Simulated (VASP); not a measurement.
The system is Pb.

```
CELL_PARAMETERS angstrom
-0.00696 2.46968 2.44843
2.44759 -0.02698 2.46845
2.45382 2.49594 -0.03322
ATOMIC_POSITIONS crystal
Pb 0.98764 0.00709 0.01656
```

This cell differs from its parent crystal: the cell strained at random.

Base run:

- Program: VASP 6.6.1
- Functional: PBE
- Potentials or basis: VASP PAW PBE potentials, release 64 (Pb_d)
- Cutoff: 520 eV
- k mesh: 9 × 9 × 9
- Occupations: fermi-dirac, width 0.05 eV
- Spin: no spin polarisation

Its results: band gap on the k mesh zero (band 7 reaches 14.46 eV, above the bottom of band 8 at 5.68 eV); pressure 2.3 GPa.

Task: The run is repeated on the same cell with these changes: functional from PBE to PBEsol; further incar settings from ALGO = Fast; EDIFF = 1e-06; NBANDS = 13 to ALGO = Fast; EDIFF = 1e-07; NBANDS = 13. What comes out?

Result: Band gap on the k mesh zero (band 7 reaches 14.27 eV, above the bottom of band 8 at 5.48 eV); pressure -0.7 GPa.

Caveats: spin-orbit coupling is left out, which moves the levels of the heavy elements; the PAW data sets were made with another functional, which shifts forces and pressure a little (some runs).
